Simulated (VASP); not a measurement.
**Br: relaxation of cell and atoms with PBE**

The system is Br.

```
CELL_PARAMETERS angstrom
-1.88604 1.88604 1.88604
1.88604 -1.88604 1.88604
1.88604 1.88604 -1.88604
ATOMIC_POSITIONS crystal
Br 0.00000 0.00000 0.00000
```

```json
{
  "Program": "VASP 6.6.1",
  "Task": "relaxation of cell and atoms",
  "Functional": "PBE",
  "Potentials or basis": "VASP PAW PBE potentials, release 64 (Br)",
  "Cutoff": "600 eV",
  "k mesh": "8 × 8 × 8",
  "Occupations": "fermi-dirac, width 0.02 eV",
  "Spin": "no spin polarisation",
  "Dipole correction": "no",
  "Further INCAR settings": "ALGO = Normal; EDIFF = 1e-06; IBRION = 2; EDIFFG = -0.03; NSW = 60; ISIF = 3"
}
```

The pressure after relaxing is 0.0 GPa. The band gap on the k mesh is zero (an odd number of electrons rules out a gap without spin polarisation).

Final structure:
```xyz
1
Lattice="-1.8860 1.8860 1.8860 1.8860 -1.8860 1.8860 1.8860 1.8860 -1.8860" Properties=species:S:1:pos:R:3 pbc="T T T"
Br    0.0000    0.0000    0.0000
```

Levels at points of the mesh, in eV from the Fermi level:
```csv
k point,band 2,band 3,band 4,band 5,band 6,band 7
"(0.00, 0.00, 0.00)",0.76,0.76,0.76,7.81,12.72,12.72
"(0.50, 0.00, 0.00)",-4.38,-0.72,0.50,7.62,9.72,16.02
"(0.50, 0.50, 0.50)",-2.47,-2.47,-2.47,6.53,6.53,19.81
```

Wall time 23 s on 1 thread of Intel Xeon 8259CL, on a shared host, peak memory 0.15 GiB.

Caveat: an odd number of electrons without spin polarisation forces a metal; a magnetic or distorted state may lie lower.
